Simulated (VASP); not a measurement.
Here is a VASP 6.6.1 calculation.

File INCAR:

```
SYSTEM = Se
PREC = Accurate ; ENCUT = 500
EDIFF = 1E-6 ; ISMEAR = 1
SIGMA = 0.1 ; LREAL = .False.
LASPH = .True. ; NELM = 120
ALGO = Normal ; ISIF = 2
LWAVE = .False. ; LCHARG = .True.
GGA = PE ; LELF = .True.
LVHAR = .True. ; NBANDS = 9
GGA_COMPAT = .False.
```

File KPOINTS:

```
Automatic mesh
0
Gamma
  11 11 11
  0 0 0
```

Contents of POSCAR:

```
Se
1.0
    1.8756190919      1.0828889263      0.8590501080
   -1.8756190919      1.0828889263      0.8590501080
    0.0000000000     -2.1657788269      0.8590501080
Se
1
Direct
    0.0000000000      0.0000000000      0.0000000000
```

Potentials or basis: VASP PAW PBE potentials, release 64 (Se).

Launch:

```bash
$ cat potpaw_PBE.64/Se/POTCAR > POTCAR
$ mpirun -np 1 vasp_std > vasp.out
```

**Question.** Estimate the pressure.

**Answer.** 217.2 GPa.

**Question.** What does it give for the band gap on the k mesh?

**Answer.** Zero (bands 3 and 4 overlap by 16.39 eV).

Stress tensor (GPa, compression positive):
```
222.97   0.00   0.00
  0.00 222.97   0.00
  0.00   0.00 205.63
```

Caveat: the stress differs along the axes, from 206 to 223 GPa.
